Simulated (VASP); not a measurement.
# Nb (Fm-3m) in VASP: notebook, part 2 of 2

VASP 6.6.1.

## (5) Single point, LDA (volume scaled by 0.84)

The input, INCAR:

```
SYSTEM = Nb
ALGO = Normal
EDIFF = 1E-6
ENCUT = 520
GGA = CA
ISIF = 2
ISMEAR = -1
LASPH = .True.
LCHARG = .False.
LREAL = .False.
LWAVE = .False.
NBANDS = 12
NELM = 80
PREC = Accurate
SIGMA = 0.05
```

The input, KPOINTS:

```
k-points
0
Gamma
  18 18 18
  0 0 0
```

The input, POSCAR:

```
Nb
1.0
    0.0000000000      1.9529492731      1.9529492731
    1.9529492731      0.0000000000      1.9529492731
    1.9529492731      1.9529492731      0.0000000000
Nb
1
Direct
    0.0000000000      0.0000000000      0.0000000000
```

Potentials or basis: VASP PAW LDA potentials, release 64 (Nb_sv).

Started as:

```sh
$ cat potpaw_LDA.64/Nb_sv/POTCAR > POTCAR
$ mpirun -np 1 vasp_std > vasp.out
```

OUTCAR:

```text
SYSTEM = Nb
   EDIFF = 1E-6
   ENCUT = 520
   GGA = CA
   ISIF = 2
   ISMEAR = -1
   LASPH = .True.
   LREAL = .False.
   NELM = 80
   PREC = Accurate

 ion  position               nearest neighbor table
   1  0.000  0.000  0.000-

  LATTYP: Found a face centered cubic cell.
 ALAT       =     3.9058985462

  Lattice vectors:

 A1 = (   0.0000000000,   1.9529492731,   1.9529492731)
 A2 = (   1.9529492731,   0.0000000000,   1.9529492731)
 A3 = (   1.9529492731,   1.9529492731,   0.0000000000)

Analysis of symmetry for initial positions (statically):
=====================================================================
 Subroutine PRICEL returns:
 Original cell was already a primitive cell.

 Routine SETGRP: Setting up the symmetry group for a
 face centered cubic supercell.

 Subroutine GETGRP returns: Found 48 space group operations
[... 9 lines left out ...]

 Routine SETGRP: Setting up the symmetry group for a
 face centered cubic supercell.

 Subroutine GETGRP returns: Found 48 space group operations
[... 11 lines left out ...]
                                     Primitive cell

  volume of cell :      14.8971

  direct lattice vectors                    reciprocal lattice vectors
[... 136 lines left out ...]
 cond. band min:      14.3328729009   @ k =  -0.0556   0.0556   0.0000
 fundamental gap:      0.0047015485
 Fermi energy:        14.3313042621

 k-point     1 :       0.0000    0.0000    0.0000
  band No.  band energies     occupation
      1     -40.0826      2.00000
      2     -14.9722      2.00000
      3     -14.9722      2.00000
      4     -14.9722      2.00000
      5       7.7412      2.00000
      6      14.1661      1.92918
      7      14.1661      1.92917
      8      14.1661      1.92917
      9      17.7082      0.00000
     10      17.7082      0.00000
     11      26.3235      0.00000
     12      32.1300      0.00000
[... 331 lines left out ...]
 k-point    24 :      -0.2222    0.0556    0.0000
  band No.  band energies     occupation
      1     -39.8464      2.00000
      2     -16.1892      2.00000
      3     -15.2030      2.00000
      4     -15.0900      2.00000
      5       9.7820      2.00000
      6      13.2897      2.00000
      7      14.6294      0.00514
      8      14.7575      0.00040
      9      17.0720      0.00000
     10      18.2938      0.00000
     11      27.6607      0.00000
     12      31.5711      0.00000

 [... further k-points ...]
[... 5 lines left out ...]
  --------------------------------------------------------------------------------------
  -------------------------------------------------------------------------------------
  Total        3.9945199      3.9945199      3.9945199      0.0000000      0.0000000      0.0000000
  in kB      429.6079238    429.6079238    429.6079238      0.0000000      0.0000000      0.0000000
  external PRESSURE =     429.6079238 kB  Pullay stress =       0.0000000 kB

 VOLUME and BASIS-vectors are now :
 -----------------------------------------------------------------------------
  energy-cutoff  :      520.00
  volume of cell :       14.90
      direct lattice vectors                 reciprocal lattice vectors
     0.000000000  1.952949273  1.952949273    -0.256023035  0.256023035  0.256023035
     1.952949273  0.000000000  1.952949273     0.256023035 -0.256023035  0.256023035
     1.952949273  1.952949273  0.000000000     0.256023035  0.256023035 -0.256023035

 POSITION                                       TOTAL-FORCE (eV/Angst)
 -----------------------------------------------------------------------------------
      0.00000      0.00000      0.00000        -0.000000      0.000000      0.000000
 -----------------------------------------------------------------------------------
    total drift:                               -0.000000      0.000000      0.000000

  FREE ENERGIE OF THE ION-ELECTRON SYSTEM (eV)
  ---------------------------------------------------
  free  energy   TOTEN  =       -10.5615744897 eV

  energy  without entropy=      -10.5493095197  energy(sigma->0) =      -10.55544200
```

It took 80 s on 1 thread of AMD EPYC 7R13, shared host; peak memory 0.12 GiB.

What came out:

| Item | Value |
| --- | --- |
| Free energy | -10.5616 eV |
| Pressure | 43.0 GPa |

## (6) Single point, LDA (volume scaled by 0.84)

The input, INCAR:

```
ALGO = Normal
EDIFF = 1E-7
ENCUT = 520
ISIF = 2
ISMEAR = -1
LASPH = True
LCHARG = False
LREAL = False
LWAVE = False
NBANDS = 12
NELM = 80
PREC = Accurate
SIGMA = 0.05
```

The input, KPOINTS:

```
k-points
0
Gamma
  18 18 18
```

POSCAR is that of step 5.

Potentials or basis: VASP PAW LDA potentials, release 64 (Nb_sv).

Started as:

```sh
$ cat potpaw_LDA.64/Nb_sv/POTCAR > POTCAR
$ mpirun -np 1 vasp_std > vasp.out
```

OUTCAR:

```text
EDIFF = 1E-7
   ENCUT = 520
   ISIF = 2
   ISMEAR = -1
   LASPH = True
   LREAL = False
   NELM = 80
   PREC = Accurate

 ion  position               nearest neighbor table
   1  0.000  0.000  0.000-

  LATTYP: Found a face centered cubic cell.
 ALAT       =     3.9058985462

  Lattice vectors:

 A1 = (   0.0000000000,   1.9529492731,   1.9529492731)
 A2 = (   1.9529492731,   0.0000000000,   1.9529492731)
 A3 = (   1.9529492731,   1.9529492731,   0.0000000000)

Analysis of symmetry for initial positions (statically):
[... 528 lines left out ...]
      4     -15.0900      2.00000
      5       9.7820      2.00000
      6      13.2897      2.00000
      7      14.6294      0.00514
      8      14.7575      0.00040
      9      17.0720      0.00000
     10      18.2938      0.00000
     11      27.6607      0.00000
     12      31.5711      0.00000

 [... further k-points ...]
[... 5 lines left out ...]
  --------------------------------------------------------------------------------------
  -------------------------------------------------------------------------------------
  Total        3.9942820      3.9942820      3.9942820      0.0000000      0.0000000      0.0000000
  in kB      429.5823420    429.5823420    429.5823420      0.0000000      0.0000000      0.0000000
  external PRESSURE =     429.5823420 kB  Pullay stress =       0.0000000 kB

 VOLUME and BASIS-vectors are now :
 -----------------------------------------------------------------------------
  energy-cutoff  :      520.00
  volume of cell :       14.90
      direct lattice vectors                 reciprocal lattice vectors
     0.000000000  1.952949273  1.952949273    -0.256023035  0.256023035  0.256023035
     1.952949273  0.000000000  1.952949273     0.256023035 -0.256023035  0.256023035
     1.952949273  1.952949273  0.000000000     0.256023035  0.256023035 -0.256023035

 POSITION                                       TOTAL-FORCE (eV/Angst)
 -----------------------------------------------------------------------------------
      0.00000      0.00000      0.00000        -0.000000      0.000000      0.000000
 -----------------------------------------------------------------------------------
    total drift:                               -0.000000      0.000000      0.000000

  FREE ENERGIE OF THE ION-ELECTRON SYSTEM (eV)
  ---------------------------------------------------
  free  energy   TOTEN  =       -10.5615744978 eV

  energy  without entropy=      -10.5493095278  energy(sigma->0) =      -10.55544201
```

It took 76 s on 1 thread of AMD EPYC 7R13, shared host; peak memory 0.12 GiB.

What came out:

| Quantity | Value |
| --- | --- |
| Free energy | -10.5616 eV |
| Pressure | 43.0 GPa |

Levels at points of the mesh, in eV from the Fermi level:
```csv
k point,band 3,band 4,band 5,band 6,band 7,band 8,band 9,band 10
"(0.00, 0.00, 0.00)",-29.30,-29.30,-6.59,-0.17,-0.17,-0.17,3.38,3.38
"(0.50, 0.00, 0.00)",-29.61,-29.61,-4.81,-0.46,-0.46,2.59,6.14,6.14
"(0.50, 0.50, 0.00)",-30.16,-30.16,-5.52,-4.67,5.39,6.12,6.97,6.97
```

## (7) Overview

| cell | gap on the mesh (eV) | pressure (GPa) |
| --- | --- | --- |
| a = 2.469 Å, angles 60.0°, 1 atom | none | 222.9 |
| a = 2.574 Å, angles 60.0°, 1 atom | none | 134.7 |
| a = 2.671 Å, angles 60.0°, 1 atom | none | 79.9 |
| a = 2.762 Å, angles 60.0°, 1 atom | none | 43.0 |

Alike in all rows: task single point; level LDA; potentials or basis VASP PAW LDA potentials, release 64 (Nb_sv); no spin polarisation; k mesh 18 × 18 × 18; cutoff (eV) 520; smearing fermi-dirac 0.05 eV.

Total energies depend on the potentials used, so only differences within one code and one set of settings carry meaning.
